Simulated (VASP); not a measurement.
# LiCl (P1) in VASP: relaxation of cell and atoms with PBE

Aim: the relaxation of cell and atoms of LiCl with PBE.

Everything below comes from runs of VASP 6.6.1. Logs are shortened: lines on timing, memory, paths and dates and some standing lists are left out, and cuts for length are marked.

### 1 The cell of the first run

The typed cell holds 12 atoms: a = 6.836 Å, b = 6.800 Å, c = 6.677 Å, α = 90.51°, β = 87.29°, γ = 90.86°.

### 2 Relaxation of cell and atoms, PBE

Contents of INCAR:

```
PREC = Accurate ; ENCUT = 600
EDIFF = 1E-6 ; ISMEAR = 0
SIGMA = 0.1 ; LREAL = F
LASPH = T ; NELM = 100
ALGO = Normal ; ISIF = 3
LWAVE = F ; LCHARG = F
GGA = PE ; IBRION = 2
NSW = 80 ; EDIFFG = -0.025
```

Contents of KPOINTS:

```
regular mesh
0
Gamma
  2 2 2
```

Contents of POSCAR:

```
LiCl
1.0
    6.8342002010     -0.0508514451      0.1597208199
   -0.0508514451      6.7997631359     -0.0296208140
    0.1597208199     -0.0296208140      6.6749739790
Li Cl
6 6
Direct
    0.7517020912      0.4954756922      0.0223407765
    0.5139440398     -0.0128040888      0.7220717663
   -0.0185430189      0.7534942103      0.4987846714
    0.0226974461      0.2414269609      0.5079632892
    0.2571375587      0.5030164423     -0.0191110891
    0.5000023097      0.0150776156      0.2419473242
    0.4922600549      0.7507418666      0.0153038976
    0.7351445783      1.0005740592      0.4811479030
    0.0133106016      0.4990083924      0.7610401747
    0.2589591921      0.9998405201      0.4961008046
   -0.0046280060      0.5183949069      0.2579619588
    0.4780131524      0.2357534224      0.0144485229
```

Potentials or basis: VASP PAW PBE potentials, release 64 (Li_sv, Cl).

The run is started by

```bash
cat potpaw_PBE.64/Li_sv/POTCAR potpaw_PBE.64/Cl/POTCAR > POTCAR
mpirun -np 1 vasp_std > vasp.out
```

OUTCAR:

```text
PREC = Accurate
   ENCUT = 600
   EDIFF = 1E-6
   ISMEAR = 0
   LREAL = F
   LASPH = T
   NELM = 100
   ISIF = 3
   GGA = PE
   IBRION = 2
   NSW = 80
   EDIFFG = -0.025

 ion  position               nearest neighbor table
   1  0.752  0.495  0.022-  11 2.35   9 2.44   7 2.50  12 2.56
   2  0.514  0.987  0.722-   8 2.16  10 2.36   7 2.54  12 2.58
   3  0.981  0.753  0.499-  11 2.26   8 2.40   9 2.49  10 2.51
   4  0.023  0.241  0.508-  10 2.32   9 2.42  11 2.54   8 2.55
   5  0.257  0.503  0.981-   9 2.27   7 2.33  12 2.40  11 2.51
   6  0.500  0.015  0.242-  12 2.16  10 2.31   8 2.32   7 2.34
   7  0.492  0.751  0.015-   5 2.33   6 2.34   1 2.50   2 2.54
   8  0.735  0.001  0.481-   2 2.16   6 2.32   3 2.40   4 2.55
   9  0.013  0.499  0.761-   5 2.27   4 2.42   1 2.44   3 2.49
  10  0.259  1.000  0.496-   6 2.31   4 2.32   2 2.36   3 2.51
  11  0.995  0.518  0.258-   3 2.26   1 2.35   5 2.51   4 2.54
  12  0.478  0.236  0.014-   6 2.16   5 2.40   1 2.56   2 2.58

  LATTYP: Found a triclinic cell.
 ALAT       =     9.5726912178
 B/A-ratio  =     0.7103559111
 C/A-ratio  =     1.5368054844
 COS(alpha) =     0.0011642793
 COS(beta)  =     0.6186341038
 COS(gamma) =     0.7166122753

  Lattice vectors:

 A1 = (  -0.2105722650,   6.8293839499,  -6.7045947930)
 A2 = (  -0.0508514451,   6.7997631359,  -0.0296208140)
 A3 = (   6.5147585612,   0.0083901829, -13.1902271381)

Analysis of symmetry for initial positions (statically):
=====================================================================
 Subroutine PRICEL returns:
 Original cell was already a primitive cell.

 Routine SETGRP: Setting up the symmetry group for a
 triclinic supercell.

 Subroutine GETGRP returns: Found  1 space group operations
 (whereof  1 operations were pure point group operations)
 out of a pool of  2 trial point group operations.

The static configuration has the point symmetry C_1 .

Analysis of symmetry for dynamics (positions and initial velocities):
=====================================================================
 Subroutine PRICEL returns:
 Original cell was already a primitive cell.

 Routine SETGRP: Setting up the symmetry group for a
 triclinic supercell.

 Subroutine GETGRP returns: Found  1 space group operations
 (whereof  1 operations were pure point group operations)
 out of a pool of  2 trial point group operations.

The dynamic configuration has the point symmetry C_1 .

 Subroutine INISYM returns: Found  1 space group operations
 (whereof  1 operations are pure point group operations),
 and found     1 'primitive' translations

[... 103 lines left out ...]
   ISIF   =      3    stress and relaxation
   ISYM   =      2    0-nonsym 1-usesym 2-fastsym
   POTIM  = 0.5000    time-step for ionic-motion
   TEBEG  =    0.0;   TEEND  =   0.0 temperature during run
   PSTRESS=    0.0 pullay stress
   NELECT =      60.0000    total number of electrons
   NUPDOWN=      -1.0000    fix difference up-down
   EMIN   =  10.00;   EMAX   =-10.00  energy-range for DOS
   EFERMI =   0.00;   METHOD = LEGACY
   ISMEAR =     0;   SIGMA  =   0.10  broadening in eV -4-tet -1-fermi 0-gaus
   EFERMI_NEDOS =   21; number of points for ismear=-14 and -15
   IALGO  =     38    algorithm
   IMIX   =      4    mixing-type and parameters
     AMIX     =   0.40;   BMIX     =  1.00
     AMIX_MAG =   1.60;   BMIX_MAG =  1.00
  volume/ion in A,a.u.               =      25.83       174.33
  Fermi-wavevector in a.u.,A,eV,Ry     =   0.946978  1.789529 12.201258  0.896767
  Thomas-Fermi vector in A             =   2.075027
   LORBIT       =      0    0 simple, 1 ext, 2 COOP (PROOUT), +10 PAW based schemes
   GGA     = PE    functional components
   LHFCALC =     F    Hartree Fock is set to
   AEXX    =    0.0000 exact exchange contribution
   IVDW    =     0    specifies the selected vdW correction
   LEPSILON=     F    determine dielectric tensor
   LRPA    =     F    only Hartree local field effects (RPA)
 conjugate gradient relaxation of ions
 non-spin polarized calculation
 Gauss-broadening in eV      SIGMA  =   0.10
  energy-cutoff  :      600.00
  volume of cell :      310.00
 maximum number of plane-waves:     10370
 NGX is ok and might be reduce to    56
   NGX = 27   NGY = 27   NGZ = 27

--------------------------------------- Ionic step        1  -------------------------------------------

 number of electron      59.9999990 magnetization

 Free energy of the ion-electron system (eV)
  ---------------------------------------------------
  ext. energy  EPLUGINS =         0.00000000
  ---------------------------------------------------
  free energy    TOTEN  =       -43.82262219 eV

  energy without entropy =      -43.82262219  energy(sigma->0) =      -43.82262219

------------------------ aborting loop because EDIFF is reached ----------------------------------------

  FORCE on cell =-STRESS in cart. coord.  units (eV):
  Direction    XX          YY          ZZ          XY          YZ          ZX
  --------------------------------------------------------------------------------------
  -------------------------------------------------------------------------------------
  Total        0.4978398      0.1401058      2.3938358     -0.1608500     -0.0212295     -0.3441615
  in kB        2.5730249      0.7241201     12.3722510     -0.8313338     -0.1097221     -1.7787573
  external PRESSURE =       5.2231320 kB  Pullay stress =       0.0000000 kB
[... 119 lines left out ...]
  FREE ENERGIE OF THE ION-ELECTRON SYSTEM (eV)
  ---------------------------------------------------
  free  energy   TOTEN  =       -44.0977939952 eV

  energy  without entropy=      -44.0977939952  energy(sigma->0) =      -44.09779400

[... ionic steps 4 to 12 ...]

--------------------------------------- Ionic step       13  -------------------------------------------

 number of electron      60.0000013 magnetization

------------------------ aborting loop because EDIFF is reached ----------------------------------------
[... 87 lines left out ...]
--------------------------------------- Ionic step       15  -------------------------------------------

 number of electron      60.0000027 magnetization

 Free energy of the ion-electron system (eV)
  ---------------------------------------------------
  ext. energy  EPLUGINS =         0.00000000
  ---------------------------------------------------
  free energy    TOTEN  =       -44.21543972 eV

  energy without entropy =      -44.21543972  energy(sigma->0) =      -44.21543972

 E-fermi :  -1.5774     XC(G=0):  -6.5869

 val. band max:       -2.1345672651   @ k =   0.0000   0.0000   0.0000
 cond. band min:       3.2177937509   @ k =   0.0000   0.0000   0.0000
 fundamental gap:      5.3523610160
 Fermi energy:        -1.5774060819

 k-point     1 :       0.0000    0.0000    0.0000
  band No.  band energies     occupation
      1     -45.3926      2.00000
      2     -45.3921      2.00000
      3     -45.3892      2.00000
      4     -45.3869      2.00000
      5     -45.3862      2.00000
      6     -45.3848      2.00000
[... 348 lines left out ...]
  FREE ENERGIE OF THE ION-ELECTRON SYSTEM (eV)
  ---------------------------------------------------
  free  energy   TOTEN  =       -44.2154397217 eV

  energy  without entropy=      -44.2154397217  energy(sigma->0) =      -44.21543972

 reached required accuracy - stopping structural energy minimisation
```

Run time: 17 min. Hardware: 1 thread of Intel Xeon Platinum 8259CL at 2.50GHz (Skylake/Cascade Lake), shared host; peak memory 0.46 GiB.

What came out:

```
Free energy                           : -44.2154 eV
Relaxed volume                        : 25.93 Å³/atom
Relaxed cell                          : a = 6.780 Å, b = 6.778 Å, c = 6.772 Å, α = 89.70°, β = 89.42°, γ = 90.15°
Space group after relaxing (to 0.1 Å) : P-1 (No. 2)
Energy gained by relaxing             : 32.7 meV/atom
Ionic steps                           : 15
Pressure after relaxing               : 0.0 GPa
Largest force after relaxing          : 0.019 eV/Å
Band gap on the k mesh                : 5.35 eV
```

Forces on the atoms (eV/Å):
```
Li  -0.003  0.014  0.001
Li  -0.008  0.004 -0.007
Li   0.004 -0.003 -0.006
Li   0.005 -0.009 -0.014
Li   0.003 -0.010 -0.002
Li   0.017  0.005 -0.006
Cl  -0.008 -0.001  0.010
Cl  -0.008 -0.002  0.017
Cl  -0.001  0.004  0.008
Cl  -0.012 -0.001  0.001
Cl   0.006  0.007 -0.001
Cl   0.005 -0.009  0.000
```

Step by step:
```tsv
step	energy change (eV)	largest force (eV/Å)	pressure (GPa)	volume (Å³)
1	0.0000	1.0372	0.52	310.00
2	-0.1767	0.5680	0.06	313.78
3	-0.2752	0.2943	-0.47	320.40
4	-0.3201	0.2169	-0.30	316.52
5	-0.3621	0.1605	0.27	306.61
6	-0.3632	0.1646	0.18	308.01
7	-0.3721	0.1021	0.05	309.88
8	-0.3765	0.0791	-0.10	312.44
9	-0.3814	0.0528	-0.05	311.63
10	-0.3838	0.0560	0.03	310.54
11	-0.3869	0.0457	0.03	310.76
12	-0.3891	0.0593	0.02	311.10
13	-0.3913	0.0295	-0.02	311.71
14	-0.3916	0.0441	-0.04	312.03
15	-0.3928	0.0188	0.02	311.15
```

Final structure:
```
CELL_PARAMETERS angstrom
6.77952 -0.00887 0.03565
-0.00906 6.77763 0.01745
0.03303 0.01778 6.77182
ATOMIC_POSITIONS crystal
Li 0.75002 0.49717 0.00116
Li 0.50225 0.00031 0.74972
Li 0.99891 0.75044 0.50008
Li 0.00088 0.25039 0.50160
Li 0.24973 0.50226 0.99967
Li 0.49770 0.99910 0.24966
Cl 0.50286 0.74985 0.99971
Cl 0.75055 0.00073 0.49497
Cl 0.00135 0.49931 0.75027
Cl 0.25046 0.99979 0.50359
Cl 0.99816 0.50048 0.25050
Cl 0.49712 0.25018 0.99907
```

Caveat: the k points lie up to 0.46 Å⁻¹ apart in the final cell; the cutoff is under 1.25 times the usual one of these potentials, so pressure, stress and relaxed cells hold a basis-set (Pulay) error.
